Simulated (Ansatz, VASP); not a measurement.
Two plane-wave programs on Mo

```xyz
1
Lattice="-1.5805 1.5805 1.5805 1.5805 -1.5805 1.5805 1.5805 1.5805 -1.5805" Properties=species:S:1:pos:R:3 pbc="T T T"
Mo    0.0000    0.0000    0.0000
```

Alike in both runs: task relaxation of cell and atoms; functional PBE; k mesh 24 × 24 × 24; occupations gaussian, width 0.1 eV; no spin polarisation.

```csv
,VASP,Ansatz
version,VASP 6.6.1,Ansatz 0.2.0
potentials or method,"VASP PAW PBE potentials, release 64 (Mo_sv), cutoff 600 eV","scalar-relativistic, plane waves, PAW"
valence electrons in the cell,14,14
```

Ansatz gave:

```
gap on the k mesh at the Fermi level, each at its own relaxed structure (eV) : none
relaxed volume (Å³/atom)                                                     : 15.79
relaxed length of the cell vector where the two differ most in proportion (Å)              : 2.737
```

Task: Estimate VASP's values.

Result: gap on the k mesh at the Fermi level, each at its own relaxed structure (eV): none; relaxed volume (Å³/atom): 15.81; relaxed length of the cell vector where the two differ most in proportion (Å): 2.739.

A gap of «none» marks a metal or a gap that the smearing closes.
